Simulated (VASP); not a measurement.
# GaSb (I-4m2) in VASP: notebook, part 2 of 2

VASP 6.6.1. The steps go on from the part before.

### Step 3. Single point, r2SCAN

This run uses another cell than the first one, of 25.08 Å³/atom, 1.020 times its volume.

Contents of POSCAR:

```
GaSb
1.0
   -2.7896675499      2.7896675499      1.6116397558
    2.7896675499     -2.7896675499      1.6116397558
    2.7896675499      2.7896675499     -1.6116397558
Sb Ga
1 1
Direct
    0.0000000000      0.0000000000      0.0000000000
    0.7500000000      0.2500000000      0.5000000000
```

Contents of INCAR.step1:

```
PREC = Accurate
ENCUT = 520
ISMEAR = -1
SIGMA = 0.05
LREAL = False
LASPH = True
NELM = 60
NBANDS = 16
GGA = PE
ALGO = Normal
EDIFF = 1E-4
LWAVE = True
LCHARG = False
```

Contents of INCAR.step2:

```
PREC = Accurate
ENCUT = 520
EDIFF = 1E-7
ISMEAR = -1
SIGMA = 0.05
LREAL = False
LASPH = True
NELM = 60
ALGO = Normal
ISIF = 2
LWAVE = False
LCHARG = False
METAGGA = R2SCAN
LMIXTAU = True
NBANDS = 16
ISTART = 1
```

Contents of KPOINTS:

```
Automatic mesh
0
Gamma
  10 10 10
```

Potentials or basis: VASP PAW PBE potentials, release 64 (Sb, Ga_d).

The run is started by

```bash
cat potpaw_PBE.64/Sb/POTCAR potpaw_PBE.64/Ga_d/POTCAR > POTCAR
cp INCAR.step1 INCAR
mpirun -np 1 vasp_std > vasp.out
cp INCAR.step2 INCAR
mpirun -np 1 vasp_std > vasp.out
```

OUTCAR:

```text
PREC = Accurate
   ENCUT = 520
   EDIFF = 1E-7
   ISMEAR = -1
   LREAL = False
   LASPH = True
   NELM = 60
   ISIF = 2
   METAGGA = R2SCAN
   ISTART = 1

 ion  position               nearest neighbor table
   1  0.000  0.000  0.000-   2 2.90   2 2.90   2 2.90   2 2.90
   2  0.750  0.250  0.500-   1 2.90   1 2.90   1 2.90   1 2.90

  LATTYP: Found a body centered tetragonal cell.
 ALAT       =     5.5793350998
 C/A-ratio  =     0.5777174975
[... 192 lines left out ...]
      4      -9.2941      2.00000
      5      -9.2941      2.00000
      6      -6.1623      2.00000
[... 433 lines left out ...]
      3      -9.3239      2.00000
      4      -9.3114      2.00000
      5      -9.2882      2.00000
      6      -3.3707      2.00000
[... 8 lines left out ...]
     15      16.0931      0.00000
     16      17.1727      0.00000

 [... further k-points ...]
[... 5 lines left out ...]
  --------------------------------------------------------------------------------------
  -------------------------------------------------------------------------------------
  Total       -1.0453624     -1.0453624     -0.9945350      0.0000000      0.0000000      0.0000000
  in kB      -33.3844796    -33.3844796    -31.7612646      0.0000000      0.0000000      0.0000000
  external PRESSURE =     -32.8434079 kB  Pullay stress =       0.0000000 kB

 VOLUME and BASIS-vectors are now :
 -----------------------------------------------------------------------------
  energy-cutoff  :      520.00
  volume of cell :       50.17
      direct lattice vectors                 reciprocal lattice vectors
    -2.789667550  2.789667550  1.611639756     0.000000000  0.179232827  0.310243029
     2.789667550 -2.789667550  1.611639756     0.179232827  0.000000000  0.310243029
     2.789667550  2.789667550 -1.611639756     0.179232827  0.179232827  0.000000000

 POSITION                                       TOTAL-FORCE (eV/Angst)
 -----------------------------------------------------------------------------------
      0.00000      0.00000      0.00000        -0.000000     -0.000000     -0.000000
     -0.00000      2.78967      0.80582         0.000000      0.000000      0.000000
 -----------------------------------------------------------------------------------
    total drift:                               -0.000009      0.000009      0.000000

  FREE ENERGIE OF THE ION-ELECTRON SYSTEM (eV)
  ---------------------------------------------------
  free  energy   TOTEN  =       -36.9745173618 eV

  energy  without entropy=      -36.9694803928  energy(sigma->0) =      -36.97199888
```

Run time: 2.5 min. Hardware: 1 thread of Intel Xeon Platinum 8488C (Sapphire Rapids), shared host; peak memory 0.25 GiB.

What came out:

| Quantity | Value |
| --- | --- |
| Free energy | -36.9745 eV |
| Pressure | -3.3 GPa |
| Band gap on the k mesh | zero (band 9 reaches 7.86 eV, above the bottom of band 10 at 3.32 eV) |

Stress tensor (GPa, compression positive):
```
-3.34  0.00  0.00
 0.00 -3.34  0.00
 0.00  0.00 -3.18
```

Levels at points of the mesh, in eV from the Fermi level:
| k point | band 7 | band 8 | band 9 | band 10 | band 11 | band 12 |
| --- | --- | --- | --- | --- | --- | --- |
| (0.00, 0.00, 0.00) | -3.00 | -1.90 | -1.90 | 3.95 | 5.04 | 7.27 |
| (0.50, 0.00, 0.00) | -5.65 | -2.50 | -1.52 | -1.07 | 2.80 | 3.39 |
| (0.50, 0.50, 0.00) | -8.11 | -0.06 | 1.85 | 2.27 | 2.64 | 4.69 |
| (0.50, 0.50, 0.50) | -6.02 | -4.91 | -4.91 | 3.54 | 5.18 | 10.56 |

Caveat: the PAW data sets were made with another functional, which shifts forces and pressure a little; spin-orbit coupling is left out, which moves the levels of the heavy elements.

### Step 4. Single point, r2SCAN

This run uses another cell than the first one, of 25.57 Å³/atom, 1.039 times its volume.

Contents of POSCAR:

```
GaSb
1.0
   -2.8074366121      2.8074366121      1.6219052539
    2.8074366121     -2.8074366121      1.6219052539
    2.8074366121      2.8074366121     -1.6219052539
Sb Ga
1 1
Direct
    0.0000000000      0.0000000000      0.0000000000
    0.7500000000      0.2500000000      0.5000000000
```

Contents of INCAR.step1:

```
ALGO = Normal
EDIFF = 1E-4
ENCUT = 520
GGA = PE
ISMEAR = -1
LASPH = True
LCHARG = False
LREAL = False
LWAVE = True
NBANDS = 16
NELM = 100
PREC = Accurate
SIGMA = 0.05
```

Contents of INCAR.step2:

```
ALGO = Normal
EDIFF = 1E-7
ENCUT = 520
ISIF = 2
ISMEAR = -1
ISTART = 1
LASPH = True
LCHARG = False
LMIXTAU = True
LREAL = False
LWAVE = False
METAGGA = R2SCAN
NBANDS = 16
NELM = 100
PREC = Accurate
SIGMA = 0.05
```

Contents of KPOINTS:

```
k-points
0
Gamma
  10 10 10
```

The run is started by

```bash
cat potpaw_PBE.64/Sb/POTCAR potpaw_PBE.64/Ga_d/POTCAR > POTCAR
cp INCAR.step1 INCAR
mpirun -np 1 vasp_std > vasp.out
cp INCAR.step2 INCAR
mpirun -np 1 vasp_std > vasp.out
```

Wall time 2.5 min (1 thread of Intel Xeon Platinum 8488C (Sapphire Rapids), shared host); peak memory 0.25 GiB.

It converged, with:

```yaml
Free_energy: -36.9524 eV
Pressure: -4.0 GPa
Band_gap_on_the_k_mesh: zero (band 9 reaches 7.65 eV, above the bottom of band 10 at 3.18 eV)
```

Stress tensor (GPa, compression positive):
```
-4.14  0.00  0.00
 0.00 -4.14  0.00
 0.00  0.00 -3.85
```

Levels at points of the mesh, in eV from the Fermi level:
```tsv
k point	band 5	band 6	band 7	band 8	band 9	band 10	band 11	band 12	band 13	band 14
(0.00, 0.00, 0.00)	-15.28	-12.02	-3.06	-1.86	-1.86	3.98	4.92	7.17	7.17	7.51
(0.50, 0.00, 0.00)	-15.26	-8.50	-5.56	-2.49	-1.48	-1.04	2.83	3.34	5.21	8.43
(0.50, 0.50, 0.00)	-15.28	-10.60	-8.00	-0.06	1.85	2.21	2.61	4.61	6.80	8.65
(0.50, 0.50, 0.50)	-15.27	-9.54	-5.97	-4.80	-4.80	3.49	5.15	10.35	10.35	12.68
```

Caveat: the PAW data sets were made with another functional, which shifts forces and pressure a little; spin-orbit coupling is left out, which moves the levels of the heavy elements.

### Step 5. Overview

| cell | gap on the mesh (eV) | pressure (GPa) |
| --- | --- | --- |
| a = 4.234 Å, angles 98.2, 98.2, 135.6°, 2 atoms | none | -2.4 |
| a = 4.262 Å, angles 98.2, 98.2, 135.6°, 2 atoms | none | -3.3 |
| a = 4.289 Å, angles 98.2, 98.2, 135.6°, 2 atoms | none | -4.0 |

Alike in all rows: task single point; level r2SCAN; potentials or basis VASP PAW PBE potentials, release 64 (Sb, Ga_d); no spin polarisation; k mesh 10 × 10 × 10; cutoff (eV) 520; smearing fermi-dirac 0.05 eV.

Caveats: the PAW data sets were made with another functional, which shifts forces and pressure a little; spin-orbit coupling is left out, which moves the levels of the heavy elements.

Absolute energies hang on the potentials; compare differences alone.
